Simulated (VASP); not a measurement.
Write the native input for VASP 6.6.1 that does the following.

| Item | Value |
| --- | --- |
| Task | single point |
| Functional | PBE |
| Potentials or basis | VASP PAW PBE potentials, release 64 (Mo_sv, Se) |
| Cutoff | 520 eV |
| k mesh | 12 × 12 × 12 |
| Occupations | gaussian, width 0.1 eV |
| Spin | no spin polarisation |
| Hubbard terms | Mo d U = 4.38 eV |
| Dipole correction | no |
| Further INCAR settings | ALGO = Normal; EDIFF = 1e-06; NBANDS = 17 |

The structure of MoSe lies in POSCAR:

```
MoSe
1.0
    3.5798454273      0.0000000000      0.0000000000
    0.0000000000      3.5798454273      0.0000000000
    0.0000000000      0.0000000000      3.5798454273
Mo Se
1 1
Direct
    0.0000000000      0.0000000000      0.0000000000
    0.5000000000      0.5000000000      0.5000000000
```

These files were run (other wordings do the same):

INCAR

```
SYSTEM = MoSe
  PREC = Accurate
  ENCUT = 520
  EDIFF = 1E-6
  ISMEAR = 0
  SIGMA = 0.1
  LREAL = .False.
  LASPH = .True.
  NELM = 150
  ALGO = Normal
  ISIF = 2
  LWAVE = .False.
  LCHARG = .True.
  LMAXMIX = 4
  LDAU = .True.
  LDAUTYPE = 2
  LDAUL = 2 -1
  LDAUU = 4.38 0
  LDAUJ = 0 0
  LDAUPRINT = 1
  GGA = PE
  LELF = .True.
  LVHAR = .True.
  NBANDS = 17
```

KPOINTS

```
regular mesh
0
Gamma
  12 12 12
  0 0 0
```

Potentials or basis: VASP PAW PBE potentials, release 64 (Mo_sv, Se).

Command:

```sh
$ cat potpaw_PBE.64/Mo_sv/POTCAR potpaw_PBE.64/Se/POTCAR > POTCAR
$ mpirun -np 1 vasp_std > vasp.out
```

It gave:

```
Pressure               : -13.3 GPa
Band gap on the k mesh : 0.63 eV, indirect (least direct gap 1.08 eV)
```

Run time: 3 min on 1 thread of Intel(R) Xeon(R) Platinum 8488C (Sapphire Rapids), with other jobs on the host, peak memory 0.2 GiB.
